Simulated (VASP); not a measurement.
# BaTiO3 (Pm-3m) in VASP: a series of runs

The runs below take BaTiO3 through single point, with PBEsol.

Program: VASP 6.6.1. These are calculated values, not measurements. Logs are shortened: lines on timing, memory, paths and dates and some standing lists are left out, and cuts for length are marked.

### 1 The cell of the first run

It takes space group Pm-3m (No. 221, cubic). The conventional cell has a = 4.006 Å, b = 4.006 Å, c = 4.006 Å, α = 90.00°, β = 90.00°, γ = 90.00°. Ba (site symmetry m-3m) has 12 O at 2.83 Å and 8 Ti at 3.47 Å within 3.7 Å. Within 2.7 Å of Ti (site symmetry m-3m) lie 6 O at 2.00 Å. Within 2.7 Å of O (site symmetry 4/mmm) lie 2 Ti at 2.00 Å.

### 2 Single point, PBEsol

File INCAR:

```
SYSTEM = BaTiO3
  PREC = Accurate
  ENCUT = 910
  EDIFF = 1E-6
  ISMEAR = 0
  SIGMA = 0.01
  LREAL = .FALSE.
  LASPH = .TRUE.
  NELM = 120
  ALGO = Normal
  ISIF = 2
  LWAVE = .FALSE.
  LCHARG = .FALSE.
  GGA = PS
  NBANDS = 28
  GGA_COMPAT = .FALSE.
```

File KPOINTS:

```
regular mesh
0
G
  2 2 2
  0 0 0
```

File POSCAR:

```
BaTiO3
1.0
    4.0060000000      0.0000000000      0.0000000000
    0.0000000000      4.0060000000      0.0000000000
    0.0000000000      0.0000000000      4.0060000000
Ba Ti O
1 1 3
Direct
    0.5000000000      0.5000000000      0.5000000000
    0.0000000000      0.0000000000      0.0000000000
    0.5000000000      0.0000000000      0.0000000000
    0.0000000000      0.5000000000      0.0000000000
    0.0000000000      0.0000000000      0.5000000000
```

Potentials or basis: VASP PAW PBE potentials, release 64 (Ba_sv, Ti_sv, O_h).

On the command line:

```
$ cat potpaw_PBE.64/Ba_sv/POTCAR potpaw_PBE.64/Ti_sv/POTCAR potpaw_PBE.64/O_h/POTCAR > POTCAR
$ mpirun -np 1 vasp_std > vasp.out
```

OUTCAR:

```text
SYSTEM = BaTiO3
   PREC = Accurate
   ENCUT = 910
   EDIFF = 1E-6
   ISMEAR = 0
   LREAL = .FALSE.
   LASPH = .TRUE.
   NELM = 120
   ISIF = 2
   GGA = PS

 ion  position               nearest neighbor table
   1  0.500  0.500  0.500-   3 2.83   4 2.83   5 2.83   3 2.83   4 2.83   3 2.83   5 2.83   3 2.83
                             4 2.83   5 2.83   4 2.83   5 2.83   2 3.47   2 3.47   2 3.47   2 3.47
   2  0.000  0.000  0.000-   3 2.00   4 2.00   5 2.00   5 2.00   4 2.00   3 2.00   1 3.47   1 3.47
                             1 3.47   1 3.47   1 3.47   1 3.47   1 3.47   1 3.47
   3  0.500  0.000  0.000-   2 2.00   2 2.00   1 2.83   1 2.83   1 2.83   1 2.83
   4  0.000  0.500  0.000-   2 2.00   2 2.00   1 2.83   1 2.83   1 2.83   1 2.83
   5  0.000  0.000  0.500-   2 2.00   2 2.00   1 2.83   1 2.83   1 2.83   1 2.83

  LATTYP: Found a simple cubic cell.
 ALAT       =     4.0060000000

  Lattice vectors:

 A1 = (   4.0060000000,   0.0000000000,   0.0000000000)
 A2 = (   0.0000000000,   4.0060000000,   0.0000000000)
 A3 = (   0.0000000000,   0.0000000000,   4.0060000000)

Analysis of symmetry for initial positions (statically):
=====================================================================
 Subroutine PRICEL returns:
 Original cell was already a primitive cell.

 Routine SETGRP: Setting up the symmetry group for a
 simple cubic supercell.

 Subroutine GETGRP returns: Found 48 space group operations
 (whereof 48 operations were pure point group operations)
 out of a pool of 48 trial point group operations.

The static configuration has the point symmetry O_h .

Analysis of symmetry for dynamics (positions and initial velocities):
=====================================================================
 Subroutine PRICEL returns:
 Original cell was already a primitive cell.

 Routine SETGRP: Setting up the symmetry group for a
 simple cubic supercell.

 Subroutine GETGRP returns: Found 48 space group operations
 (whereof 48 operations were pure point group operations)
 out of a pool of 48 trial point group operations.

The dynamic configuration has the point symmetry O_h .

 Subroutine INISYM returns: Found 48 space group operations
 (whereof 48 operations are pure point group operations),
 and found     1 'primitive' translations

----------------------------------------------------------------------------------------

                                     Primitive cell

  volume of cell :      64.2884

  direct lattice vectors                    reciprocal lattice vectors
     4.006000000  0.000000000  0.000000000     0.249625562  0.000000000  0.000000000
     0.000000000  4.006000000  0.000000000     0.000000000  0.249625562  0.000000000
     0.000000000  0.000000000  4.006000000     0.000000000  0.000000000  0.249625562

  length of vectors
     4.006000000  4.006000000  4.006000000     0.249625562  0.249625562  0.249625562

  position of ions in fractional coordinates (direct lattice)
     0.500000000  0.500000000  0.500000000
     0.000000000  0.000000000  0.000000000
     0.500000000  0.000000000  0.000000000
     0.000000000  0.500000000  0.000000000
     0.000000000  0.000000000  0.500000000

  ion indices of the primitive-cell ions
   primitive index   ion index
                 1           1
                 2           2
                 3           3
                 4           4
                 5           5

----------------------------------------------------------------------------------------

 KPOINTS: regular mesh

Automatic generation of k-mesh.
 Grid dimensions read from file:
 generate k-points for:    2    2    2

 Generating k-lattice:

  Cartesian coordinates                     Fractional coordinates (reciprocal lattice)
     0.124812781  0.000000000  0.000000000     0.500000000  0.000000000  0.000000000
     0.000000000  0.124812781  0.000000000     0.000000000  0.500000000  0.000000000
     0.000000000  0.000000000  0.124812781     0.000000000  0.000000000  0.500000000

  Length of vectors
     0.124812781  0.124812781  0.124812781

  Shift w.r.t. Gamma in fractional coordinates (k-lattice)
     0.000000000  0.000000000  0.000000000

 Subroutine IBZKPT returns following result:
 ===========================================

 Found      4 irreducible k-points:

 Following reciprocal coordinates:
            Coordinates               Weight
  0.000000  0.000000  0.000000      1.000000
  0.500000  0.000000  0.000000      3.000000
  0.500000  0.500000  0.000000      3.000000
  0.500000  0.500000  0.500000      1.000000
   k-points           NKPTS =      4   k-points in BZ     NKDIM =      4   number of bands    NBANDS=     28
   number of dos      NEDOS =    301   number of ions     NIONS =      5
   total plane-waves  NPLWV =  64000
   dimension x,y,z NGX =    40 NGY =   40 NGZ =   40
   dimension x,y,z NGXF=    80 NGYF=   80 NGZF=   80
   ions per type =               1   1   3
   NGX,Y,Z   is equivalent  to a cutoff of  16.60, 16.60, 16.60 a.u.
   NGXF,Y,Z  is equivalent  to a cutoff of  33.20, 33.20, 33.20 a.u.
 SYSTEM =  BaTiO3
   PREC   = accura    normal or accurate (medium, high low for compatibility)
   ISTART =      0    job   : 0-new  1-cont  2-samecut
   ICHARG =      2    charge: 1-file 2-atom 10-const
   ISPIN  =      1    spin polarized calculation?
   LNONCOLLINEAR =      F non collinear calculations
   LSORBIT =      F    spin-orbit coupling
   LASPH  =      T    aspherical Exc in radial PAW
   ENCUT  =  910.0 eV  66.88 Ry    8.18 a.u.   9.85  9.85  9.85*2*pi/ulx,y,z
   NELM   =    120;   NELMIN=  2; NELMDL= -5     # of ELM steps
   EDIFF  = 0.1E-05   stopping-criterion for ELM
   LREAL  =      F    real-space projection
   EDIFFG = 0.1E-04   stopping-criterion for IOM
   NSW    =      0    number of steps for IOM
   IBRION =     -1    ionic relax: 0-MD 1-quasi-New 2-CG
   NFREE  =      0    steps in history (QN), initial steepest desc. (CG)
   ISIF   =      2    stress and relaxation
   ISYM   =      2    0-nonsym 1-usesym 2-fastsym
   POTIM  = 0.5000    time-step for ionic-motion
   TEBEG  =    0.0;   TEEND  =   0.0 temperature during run
   PSTRESS=    0.0 pullay stress
   NELECT =      40.0000    total number of electrons
   NUPDOWN=      -1.0000    fix difference up-down
   EMIN   =  10.00;   EMAX   =-10.00  energy-range for DOS
   EFERMI =   0.00;   METHOD = LEGACY
   ISMEAR =     0;   SIGMA  =   0.01  broadening in eV -4-tet -1-fermi 0-gaus
   EFERMI_NEDOS =   21; number of points for ismear=-14 and -15
   IALGO  =     38    algorithm
   IMIX   =      4    mixing-type and parameters
     AMIX     =   0.40;   BMIX     =  1.00
     AMIX_MAG =   1.60;   BMIX_MAG =  1.00
  volume/ion in A,a.u.               =      12.86        86.77
  Fermi-wavevector in a.u.,A,eV,Ry     =   1.397603  2.641087 26.576187  1.953295
  Thomas-Fermi vector in A             =   2.520843
   LORBIT       =      0    0 simple, 1 ext, 2 COOP (PROOUT), +10 PAW based schemes
   GGA     = PS    functional components
   LHFCALC =     F    Hartree Fock is set to
   AEXX    =    0.0000 exact exchange contribution
   IVDW    =     0    specifies the selected vdW correction
   LEPSILON=     F    determine dielectric tensor
   LRPA    =     F    only Hartree local field effects (RPA)
 non-spin polarized calculation
 Gauss-broadening in eV      SIGMA  =   0.01
  energy-cutoff  :      910.00
  volume of cell :       64.29
 maximum number of plane-waves:      4032
 NGX is ok and might be reduce to    40
   NGX = 19   NGY = 19   NGZ = 19

 number of electron      40.0000008 magnetization

 Free energy of the ion-electron system (eV)
  ---------------------------------------------------
  ext. energy  EPLUGINS =         0.00000000
  ---------------------------------------------------
  free energy    TOTEN  =       -41.19603402 eV

  energy without entropy =      -41.19603402  energy(sigma->0) =      -41.19603402

 E-fermi :   4.3386     XC(G=0): -11.5070

 val. band max:        4.1510013319   @ k =   0.5000   0.5000   0.5000
 cond. band min:       5.4618206826   @ k =   0.0000   0.0000   0.0000
 fundamental gap:      1.3108193508
 Fermi energy:         4.3386076254

 k-point     1 :       0.0000    0.0000    0.0000
  band No.  band energies     occupation
      1     -52.7443      2.00000
      2     -29.0449      2.00000
      3     -29.0449      2.00000
      4     -29.0449      2.00000
      5     -20.7059      2.00000
      6     -12.6755      2.00000
      7     -11.9740      2.00000
      8     -11.9740      2.00000
      9      -5.8874      2.00000
     10      -5.8874      2.00000
     11      -5.8874      2.00000
     12       1.7820      2.00000
     13       1.7820      2.00000
     14       1.7820      2.00000
     15       3.0333      2.00000
     16       3.0333      2.00000
     17       3.0333      2.00000
     18       4.0026      2.00000
     19       4.0026      2.00000
     20       4.0026      2.00000
     21       5.4618      0.00000
     22       5.4618      0.00000
     23       5.4618      0.00000
     24       7.6370      0.00000
     25       7.6370      0.00000
     26       8.9712      0.00000
     27       8.9712      0.00000
     28      11.2279      0.00000

 k-point     2 :       0.5000    0.0000    0.0000
  band No.  band energies     occupation
      1     -52.7433      2.00000
      2     -29.0939      2.00000
      3     -29.0430      2.00000
      4     -29.0430      2.00000
      5     -20.5857      2.00000
      6     -12.9120      2.00000
      7     -11.9353      2.00000
      8     -11.6812      2.00000
      9      -5.7151      2.00000
     10      -5.7151      2.00000
     11      -5.4502      2.00000
     12       0.0194      2.00000
     13       1.2879      2.00000
     14       1.2879      2.00000
     15       2.1278      2.00000
     16       2.1611      2.00000
     17       2.2082      2.00000
     18       2.2082      2.00000
     19       3.4189      2.00000
     20       3.4189      2.00000
     21       5.6106      0.00000
     22       7.2819      0.00000
     23       7.2819      0.00000
     24       7.6447      0.00000
     25       9.7217      0.00000
     26      11.0765      0.00000
     27      11.5577      0.00000
     28      12.1808      0.00000

 k-point     3 :       0.5000    0.5000    0.0000
  band No.  band energies     occupation
      1     -52.7424      2.00000
      2     -29.0907      2.00000
      3     -29.0907      2.00000
      4     -29.0411      2.00000
      5     -20.5078      2.00000
      6     -12.3046      2.00000
      7     -11.9298      2.00000
      8     -11.9298      2.00000
      9      -5.9101      2.00000
     10      -5.9101      2.00000
     11      -5.5012      2.00000
     12      -0.2803      2.00000
     13      -0.0467      2.00000
     14       0.1464      2.00000
     15       1.3312      2.00000
     16       1.3312      2.00000
     17       2.3732      2.00000
     18       3.2529      2.00000
     19       3.2529      2.00000
     20       4.0578      2.00000
     21       7.2787      0.00000
     22       7.2787      0.00000
     23       7.6589      0.00000
     24       8.5211      0.00000
     25      11.5243      0.00000
     26      11.8253      0.00000
     27      12.2173      0.00000
     28      13.8959      0.00000

 k-point     4 :       0.5000    0.5000    0.5000
  band No.  band energies     occupation
      1     -52.7414      2.00000
      2     -29.0883      2.00000
      3     -29.0883      2.00000
      4     -29.0883      2.00000
      5     -20.4401      2.00000
      6     -11.7426      2.00000
      7     -11.7426      2.00000
      8     -11.7426      2.00000
      9      -6.6201      2.00000
     10      -6.6201      2.00000
     11      -6.6201      2.00000
     12      -0.4342      2.00000
     13       0.1632      2.00000
     14       0.1632      2.00000
     15       1.6316      2.00000
     16       1.6316      2.00000
     17       1.6316      2.00000
     18       4.1510      2.00000
     19       4.1510      2.00000
     20       4.1510      2.00000
     21       7.9410      0.00000
     22       7.9410      0.00000
     23       7.9410      0.00000
     24      10.6786      0.00000
     25      10.6786      0.00000
     26      10.6786      0.00000
     27      11.5250      0.00000
     28      11.5250      0.00000

------------------------ aborting loop because EDIFF is reached ----------------------------------------

  FORCE on cell =-STRESS in cart. coord.  units (eV):
  Direction    XX          YY          ZZ          XY          YZ          ZX
  --------------------------------------------------------------------------------------
  -------------------------------------------------------------------------------------
  Total       -0.2314583     -0.2314583     -0.2314583      0.0000000      0.0000000      0.0000000
  in kB       -5.7683347     -5.7683347     -5.7683347      0.0000000      0.0000000      0.0000000
  external PRESSURE =      -5.7683347 kB  Pullay stress =       0.0000000 kB

 VOLUME and BASIS-vectors are now :
 -----------------------------------------------------------------------------
  energy-cutoff  :      910.00
  volume of cell :       64.29
      direct lattice vectors                 reciprocal lattice vectors
     4.006000000  0.000000000  0.000000000     0.249625562  0.000000000  0.000000000
     0.000000000  4.006000000  0.000000000     0.000000000  0.249625562  0.000000000
     0.000000000  0.000000000  4.006000000     0.000000000  0.000000000  0.249625562

 POSITION                                       TOTAL-FORCE (eV/Angst)
 -----------------------------------------------------------------------------------
      2.00300      2.00300      2.00300         0.000000      0.000000      0.000000
      0.00000      0.00000      0.00000         0.000000      0.000000      0.000000
      2.00300      0.00000      0.00000         0.000000      0.000000      0.000000
      0.00000      2.00300      0.00000         0.000000      0.000000      0.000000
      0.00000      0.00000      2.00300         0.000000      0.000000      0.000000
 -----------------------------------------------------------------------------------
    total drift:                                0.000000      0.000000     -0.000000

  FREE ENERGIE OF THE ION-ELECTRON SYSTEM (eV)
  ---------------------------------------------------
  free  energy   TOTEN  =       -41.1960340172 eV

  energy  without entropy=      -41.1960340172  energy(sigma->0) =      -41.19603402
```

It took 14 s on 1 thread of Intel Xeon 6975P-C (Granite Rapids), shared host; peak memory 0.24 GiB.

What came out:

```
Free energy            : -41.1960 eV
Pressure               : -0.6 GPa
Band gap on the k mesh : 1.31 eV, indirect (least direct gap 1.46 eV)
```

Levels at points of the mesh, in eV from the valence-band top:
| k point | band 18 | band 19 | band 20 | band 21 | band 22 | band 23 |
| --- | --- | --- | --- | --- | --- | --- |
| (0.00, 0.00, 0.00) | -0.15 | -0.15 | -0.15 | 1.31 | 1.31 | 1.31 |
| (0.50, 0.00, 0.00) | -1.94 | -0.73 | -0.73 | 1.46 | 3.13 | 3.13 |
| (0.50, 0.50, 0.00) | -0.90 | -0.90 | -0.09 | 3.13 | 3.13 | 3.51 |
| (0.50, 0.50, 0.50) | 0.00 | 0.00 | 0.00 | 3.79 | 3.79 | 3.79 |

Caveat: the k points lie up to 0.78 Å⁻¹ apart; the cutoff is under 1.25 times the usual one of these potentials, so pressure, stress and relaxed cells hold a basis-set (Pulay) error; the PAW data sets were made with another functional, which shifts forces and pressure a little; spin-orbit coupling is left out, which moves the levels of the heavy elements. A k mesh can miss the band edges.

(Part 1 of 2 ends here.)
